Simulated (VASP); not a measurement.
SnSe2: single point with PBE+D4

The system is SnSe2.

```
Sn Se
1.0
     3.83789    0.00000    0.00000
    -1.91895    3.32371    0.00000
     0.00000    0.00000    6.00384
Sn Se
1 2
Direct
  0.00000 0.00000 0.00000
  0.33333 0.66667 0.26549
  0.66667 0.33333 0.73451
```

```
Program             : VASP 6.6.1
Task                : single point
Functional          : PBE
Dispersion          : D4
Potentials or basis : VASP PAW PBE potentials, release 64 (Sn_d, Se)
Cutoff              : 520 eV
k mesh              : 12 × 12 × 6
Occupations         : gaussian, width 0.02 eV
Spin                : no spin polarisation
```

* Pressure: 0.1 GPa
* Largest force: 0.013 eV/Å
* Band gap on the k mesh: 0.34 eV (least direct gap 0.82 eV)
* Dispersion energy per atom: -0.400 eV

Forces in eV/Å, atoms in the order of the input:
```
Sn   0.000  0.000  0.000
Se   0.000  0.000  0.013
Se   0.000  0.000 -0.013
```

Levels at points of the mesh, in eV from the valence-band top:
```tsv
k point	band 11	band 12	band 13	band 14	band 15	band 16
(0.00, 0.00, 0.00)	-0.58	-0.58	-0.14	0.68	2.89	4.46
(0.50, 0.00, 0.00)	-2.70	-1.71	-0.40	1.09	3.47	4.86
(0.00, 0.00, 0.50)	-0.92	-0.32	-0.32	2.37	2.75	4.07
(0.50, 0.00, 0.50)	-2.08	-1.13	-1.02	0.58	3.87	4.50
```

Wall time 3.6 min on 1 thread of Intel Xeon 8259CL, with other jobs on the host, peak memory 0.3 GiB.

Caveat: semilocal functionals underestimate gaps, and a narrow one can read as zero; spin-orbit coupling is left out, which moves the levels of the heavy elements. A k mesh can miss the band edges.
